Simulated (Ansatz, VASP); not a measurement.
# BN in VASP and in Ansatz

Contents of POSCAR:

```
BN
1.0
    2.5539396017      0.0000000000      0.0000000000
   -1.2769698009      2.2117765748      0.0000000000
    0.0000000000      0.0000000000      4.2268550000
N B
2 2
Direct
    0.3333333333      0.6666666667      0.1252760000
    0.6666666667      0.3333333333      0.6252760000
    0.3333333333      0.6666666667      0.4997240000
    0.6666666667      0.3333333333      0.9997240000
```

File INCAR.step1:

```
ALGO = Normal
EDIFF = 1E-5
ENCUT = 520
GGA = PE
ISIF = 2
ISMEAR = -1
LASPH = T
LREAL = F
LWAVE = T
NBANDS = 16
NELM = 100
PREC = Accurate
SIGMA = 0.05
```

INCAR.step2

```
AEXX = 0.25
ALGO = Normal
EDIFF = 1E-6
ENCUT = 520
GGA = PE
HFSCREEN = 0.3
ISIF = 2
ISMEAR = -1
ISTART = 1
LASPH = T
LCHARG = T
LELF = T
LHFCALC = T
LREAL = F
LVHAR = T
LWAVE = F
NBANDS = 16
NELM = 100
PREC = Accurate
PRECFOCK = Normal
SIGMA = 0.05
```

KPOINTS

```
k-points
0
Gamma
  6 6 3
```

input.yaml

```yaml
crystal:
  lattice:
    - [2.5539396017, 0.0, 0.0]
    - [-1.2769698009, 2.2117765748, 0.0]
    - [0.0, 0.0, 4.226855]
  atoms:
    - { symbol: "N", position: [0.3333333333, 0.6666666667, 0.125276] }
    - { symbol: "N", position: [0.6666666667, 0.3333333333, 0.625276] }
    - { symbol: B, position: [0.3333333333, 0.6666666667, 0.499724] }
    - { symbol: B, position: [0.6666666667, 0.3333333333, 0.999724] }
hamiltonian:
  xc: { exchange: pbe, correlation: pbe, exx: { coeff: 0.25, omega: 0.3 } }
  pseudopotentials: { kind: paw }
kpoints:
  mp_grid: { grid: [6, 6, 3] }
scf:
  occupations: { method: fermi_dirac, width: 0.05 }
output:
  forces: true
  stress: true
  eigenvalues: true
  write_density: true
  write_potential: true
  elf: true
  volumetric_format: npy
```

Alike in both runs: task single point; functional PBE-based screened hybrid; k mesh 6 × 6 × 3; occupations fermi-dirac, width 0.05 eV; no spin polarisation.

|  | VASP | Ansatz |
| --- | --- | --- |
| version | VASP 6.6.1 | Ansatz 0.2.0 |
| potentials or method | VASP PAW PBE potentials, release 64 (N, B) | Ansatz PAW |
| plane-wave cutoff (eV) | 520 | 420 |
| valence electrons in the cell | 16 | 16 |

Ansatz gave:

| Quantity | Value |
| --- | --- |
| gap on the k mesh at the Fermi level (eV) | 6.30 |
| least direct gap on the mesh (eV) | 9.63 |
| pressure (GPa) | -8.8 |
| traceless stress, the component that is largest in VASP (GPa) | -0.79 |
| rms of the force components (eV/Å) | 0.023 |

Question: What did VASP give for the same quantities?

Answer: gap on the k mesh at the Fermi level (eV): 6.28; least direct gap on the mesh (eV): 9.62; pressure (GPa): -8.3; traceless stress, the component that is largest in VASP (GPa): -0.81; rms of the force components (eV/Å): 0.021.

VASP's potentials were made for PBE, not for PBE-based screened hybrid. Atom by atom the forces differ by 0.002 eV/Å (rms over components).

The k mesh is coarse, so the values compare programs but aren't converged. Noted on Ansatz's run: odd divisions of the mesh miss points on the zone boundary, where band edges often lie, so the gap on the mesh can be too wide.
